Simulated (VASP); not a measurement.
Here is a VASP 6.6.1 calculation.

The input INCAR:

```
ALGO     = Normal         # electronic algorithm
EDIFF    = 1E-6           # SCF threshold, eV
ENCUT    = 500            # plane-wave cutoff, eV
GGA      = PS             # functional
GGA_COMPAT= F            
ISIF     = 2              # what is computed and relaxed
ISMEAR   = 0              # smearing method
LASPH    = T              # aspherical terms in the spheres
LCHARG   = F              # write CHGCAR
LREAL    = F              # projectors in reciprocal space
LWAVE    = F              # write WAVECAR
NBANDS   = 13             # bands
NELM     = 120            # most SCF steps
PREC     = Accurate       # precision mode
SIGMA    = 0.15           # smearing width, eV
```

Contents of KPOINTS:

```
k-points
0
Gamma
  22 22 22
```

The input POSCAR:

```
W
1.0
    0.0000000000      1.9443403724      1.9443403724
    1.9443403724      0.0000000000      1.9443403724
    1.9443403724      1.9443403724      0.0000000000
W
1
Direct
    0.0000000000      0.0000000000      0.0000000000
```

Potentials or basis: VASP PAW PBE potentials, release 64 (W_sv).

Command:

```bash
$ cat potpaw_PBE.64/W_sv/POTCAR > POTCAR
$ mpirun -np 1 vasp_std > vasp.out
```

Predict the pressure.

30.8 GPa.

What does it give for the band gap on the k mesh?

Zero (band 7 reaches 15.67 eV, above the bottom of band 8 at 11.17 eV).

Caveat: the PAW data sets were made with another functional, which shifts forces and pressure a little; spin-orbit coupling is left out, which moves the levels of the heavy elements.
